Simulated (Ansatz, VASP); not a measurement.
**One calculation of Sn, two programs**

```
Sn
1.0
    -1.89465    1.89465    1.89465
     1.89465   -1.89465    1.89465
     1.89465    1.89465   -1.89465
Sn
1
Cartesian
  0.0000 0.0000 0.0000
```

Alike in both runs: functional PBEsol-based screened hybrid; k mesh 5 × 5 × 5; occupations fermi-dirac, width 0.05 eV; no spin polarisation.

```csv
,VASP,Ansatz
version,VASP 6.6.1,Ansatz 0.2.0
potentials or method,"VASP PAW PBE potentials, release 64 (Sn_d)",Ansatz PAW
plane-wave cutoff (eV),520,420
valence electrons in the cell,14,14
task,single point,band structure
```

```tsv
	VASP	Ansatz	Ansatz less VASP
gap on the k mesh at the Fermi level (eV)	none	none	-
pressure (GPa)	0.5	0.5	+0.02
```

VASP's potentials were made for PBE, not for PBEsol-based screened hybrid. A gap of «none» marks a metal or a gap that the smearing closes.

The k mesh is coarse, so the values compare programs but aren't converged.
